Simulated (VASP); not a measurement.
Runs of VASP 6.6.1 on CsBr. The structure is that of space group Pm-3m (No. 221), or close to it. The cells are those of the table. 

```csv
cell,gap on the mesh (eV),pressure (GPa)
"a = 4.323 Å, 2 atoms",5.18,0.1
"a = 4.407 Å, 2 atoms",4.93,(a)
"a = 4.234 Å, 2 atoms",5.35,1.2
"a = 4.365 Å, 2 atoms",5.05,-0.4
"a = 4.279 Å, 2 atoms",5.31,(b)
```

Alike in all rows: task single point; level r2SCAN; potentials or basis VASP PAW PBE potentials, release 64 (Cs_sv, Br); no spin polarisation; k mesh 6 × 6 × 6; cutoff (eV) 550; smearing gaussian 0.02 eV.

**Question.** Estimate the missing entries.

**Answer.** (a) -0.7; (b) 0.6.

Caveats: the PAW data sets were made with another functional, which shifts forces and pressure a little; spin-orbit coupling is left out, which moves the levels of the heavy elements.

A k mesh can miss the band edges, and the runs leave out spin-orbit coupling on Br, Cs.
